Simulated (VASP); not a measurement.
Hf: single point with LDA

The system is Hf.

```
Hf
1.0
     3.12362    0.00000    0.00000
    -1.56181    2.70513    0.00000
     0.00000    0.00000    4.94217
Hf
2
Cartesian
  0.0000 1.8034 1.2355
  1.5618 0.9017 3.7066
```

- Program: VASP 6.6.1
- Task: single point
- Functional: LDA
- Potentials or basis: VASP PAW LDA potentials, release 64 (Hf_pv)
- Cutoff: 520 eV
- k mesh: 8 × 8 × 5
- Occupations: gaussian, width 0.05 eV
- Spin: no spin polarisation

| Property | Result |
| --- | --- |
| Pressure | 0.1 GPa |
| Band gap on the k mesh | zero (band 10 reaches 6.41 eV, above the bottom of band 11 at 4.97 eV) |

Stress tensor (GPa, compression positive):
```
-0.12  0.00  0.00
 0.00 -0.12  0.00
 0.00  0.00  0.56
```

Levels at points of the mesh, in eV from the Fermi level:
| k point | band 7 | band 8 | band 9 | band 10 | band 11 | band 12 | band 13 | band 14 |
| --- | --- | --- | --- | --- | --- | --- | --- | --- |
| (0.00, 0.00, 0.00) | -7.63 | -4.01 | 0.98 | 1.03 | 1.03 | 1.34 | 1.93 | 1.93 |
| (0.50, 0.00, 0.00) | -3.53 | -3.11 | -2.55 | -0.66 | 0.60 | 0.87 | 1.70 | 6.18 |

Wall time 6.2 s on 1 thread of Intel(R) Xeon(R) 6975P-C (Granite Rapids), with other jobs on the host, peak memory 0.14 GiB.

Caveat: spin-orbit coupling is left out, which moves the levels of the heavy elements.
